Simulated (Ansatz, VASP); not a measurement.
**One calculation of SnSe2, two programs**

```
CELL_PARAMETERS angstrom
3.81100 0.00000 0.00000
-1.90550 3.30042 0.00000
0.00000 0.00000 6.13700
ATOMIC_POSITIONS crystal
Sn 0.01317 0.00964 0.00000
Se 0.32343 0.65942 0.25000
Se 0.65677 0.32609 0.75000
```

Change from the starting cell: mode 6 (162.7 1/cm) frozen in, largest displacement +0.045 Å.

Alike in both runs: task single point; functional PBE; dispersion D3(BJ); k mesh 12 × 12 × 6; occupations gaussian, width 0.05 eV; no spin polarisation.

|  | VASP | Ansatz |
| --- | --- | --- |
| version | VASP 6.6.1 | Ansatz 0.2.0 |
| potentials or method | VASP PAW PBE potentials, release 64 (Sn_d, Se), cutoff 520 eV | scalar-relativistic, plane waves, PAW |
| valence electrons in the cell | 26 | 46 |

|  | VASP | Ansatz | Ansatz less VASP |
| --- | --- | --- | --- |
| gap on the k mesh at the Fermi level (eV) | 0.70 | 0.70 | +0.005 |
| least direct gap on the mesh (eV) | 1.08 | 1.10 | +0.011 |
| pressure (GPa) | 3.2 | 3.1 | -0.09 |
| traceless stress, the component that is largest in VASP (GPa) | 0.95 | 0.95 | -0.006 |
| rms of the force components (eV/Å) | 0.427 | 0.420 | -0.0071 |

Atom by atom the forces differ by 0.008 eV/Å (rms over components). VASP's potentials hold 26 valence electrons a cell and Ansatz's 46, so a difference there can come from the potentials and not from the codes.
